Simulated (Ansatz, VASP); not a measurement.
Ga in VASP and in Ansatz

```
Ga
1.0
     0.00000    2.83983    2.83983
     2.83983    0.00000    2.83983
     2.83983    2.83983    0.00000
Ga
2
Direct
  0.12500 0.12500 0.12500
  0.87500 0.87500 0.87500
```

Alike in both runs: task single point; functional PBEsol; k mesh 11 × 11 × 11; occupations fermi-dirac, width 0.1 eV; no spin polarisation.

|  | VASP | Ansatz |
| --- | --- | --- |
| version | VASP 6.6.1 | Ansatz 0.2.0 |
| potentials or method | VASP PAW PBE potentials, release 64 (Ga_d), cutoff 520 eV | plane waves (420 eV) with PAW, scalar-relativistic |
| valence electrons in the cell | 26 | 26 |

Ansatz gave:

| Item | Value |
| --- | --- |
| pressure (GPa) | 1.9 |

Task: Estimate VASP's values.

Result: Pressure (GPa): 2.0.

VASP's potentials were made for PBE, not for PBEsol, and Ansatz warns of the same on its side.
